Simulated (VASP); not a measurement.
Here is a VASP 6.6.1 calculation.

File INCAR:

```
SYSTEM = Si2W
AGGAC = 1.0 ; AGGAX = 1.0
ALDAC = 0.0 ; ALDAX = 1.0
ALGO = Normal ; EDIFF = 1E-6
ENCUT = 520 ; GGA = B5
ISIF = 2 ; ISMEAR = -1
IVDW = 12 ; LASPH = .TRUE.
LCHARG = .FALSE. ; LREAL = .FALSE.
LWAVE = .FALSE. ; NBANDS = 18
NELM = 60 ; PREC = Accurate
SIGMA = 0.05 ; VDW_A1 = 0.4298
VDW_A2 = 4.2359 ; VDW_S6 = 1.0
VDW_S8 = 2.6996
```

The input KPOINTS:

```
k-points
0
G
  12 12 12
  0 0 0
```

POSCAR

```
Si2W
1.0
   -1.5973740244      1.5973740244      3.8870661866
    1.5973740244     -1.5973740244      3.8870661866
    1.5973740244      1.5973740244     -3.8870661866
W Si
1 2
Direct
    0.0000000000      0.0000000000      0.0000000000
    0.6654842771      0.6654842771      0.0000000000
    0.3345157229      0.3345157229      0.0000000000
```

Potentials or basis: VASP PAW PBE potentials, release 64 (W_sv, Si).

Command:

```bash
$ cat potpaw_PBE.64/W_sv/POTCAR potpaw_PBE.64/Si/POTCAR > POTCAR
$ mpirun -np 1 vasp_std > vasp.out
```

Task: Estimate the largest force.

Result: 0.014 eV/Å.

Task: What does it give for the dispersion energy per atom?

Result: -1.351 eV.

Task: Estimate the pressure.

Result: 1.2 GPa.

Forces in eV/Å, atoms in the order of the input:
```
W    0.000  0.000  0.000
Si   0.000  0.000  0.014
Si   0.000  0.000 -0.014
```

Caveat: the PAW data sets were made with another functional, which shifts forces and pressure a little; pairwise dispersion overbinds metals, which lowers pressure and volume.
